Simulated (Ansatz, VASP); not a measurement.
**Mg in VASP and in Ansatz**

```
Mg
1.0
    -1.83599    1.83599    1.67940
     1.83599   -1.83599    1.67940
     1.83599    1.83599   -1.67940
Mg
1
Cartesian
  0.0000 0.0000 0.0000
```

Alike in both runs: task single point; functional PBEsol; dispersion D3(BJ); k mesh 11 × 11 × 11; occupations fermi-dirac, width 0.1 eV; collinear spin.

```csv
,VASP,Ansatz
version,VASP 6.6.1,Ansatz 0.2.0
potentials or method,"VASP PAW PBE potentials, release 64 (Mg)",SSSP efficiency PAW
plane-wave cutoff (eV),520,408
valence electrons in the cell,2,2
```

|  | VASP | Ansatz | Ansatz less VASP |
| --- | --- | --- | --- |
| gap on the k mesh at the Fermi level (eV) | none | none | - |
| pressure (GPa) | -2.2 | -2.2 | -0.06 |
| traceless stress, the component that is largest in VASP (GPa) | 0.15 | 0.15 | +0.001 |
| net moment per atom (μB) | 0.00 | 0.00 | 0.000 |

VASP's potentials were made for PBE, not for PBEsol. A gap of «none» marks a metal or a gap that the smearing closes.
